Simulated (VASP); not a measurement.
A run of VASP 6.6.1 is set up as follows.

Contents of INCAR:

```
  PREC = Accurate
  ENCUT = 520
  EDIFF = 1E-6
  ISMEAR = -1
  SIGMA = 0.05
  LREAL = F
  LASPH = T
  NELM = 150
  ALGO = Normal
  ISIF = 2
  LWAVE = F
  LCHARG = F
  ISPIN = 2
  MAGMOM = 3 0 0 0 0
  LORBIT = 11
  NUPDOWN = 3.0
  LMAXMIX = 4
  GGA = PE
  NBANDS = 30
```

The input KPOINTS:

```
Automatic mesh
0
Gamma
  4 4 7
```

Contents of POSCAR:

```
CoCl2O2
1.0
    3.5808710000     -3.9269530000      0.0000000000
    3.5808710000      3.9269530000      0.0000000000
   -0.4203970000      0.0000000000      3.4576140000
Co Cl O
1 2 2
Direct
    0.0000000000      0.0000000000      0.0000000000
    0.7655230000      0.7655230000      0.4279410000
    0.2344770000      0.2344770000      0.5720590000
    0.7918370000      0.2081630000      0.0000000000
    0.2081630000      0.7918370000      0.0000000000
```

Potentials or basis: VASP PAW PBE potentials, release 64 (Co, Cl, O).

Run with:

```sh
$ cat potpaw_PBE.64/Co/POTCAR potpaw_PBE.64/Cl/POTCAR potpaw_PBE.64/O/POTCAR > POTCAR
$ mpirun -np 1 vasp_std > vasp.out
```

(1) Estimate the largest force.

(2) What does it give for the pressure?

Answers

(1) 1.222 eV/Å.

(2) 1.1 GPa.

Caveat: the stress differs along the axes, from -2 to 7 GPa; the total moment is fixed, so each spin has its own Fermi level and the state may be an excited one; a cell with one magnetic atom can't hold antiferromagnetic order, which such compounds often take; forces of over 1 eV/Å act on the atoms, so gaps and moduli don't describe the material at rest.
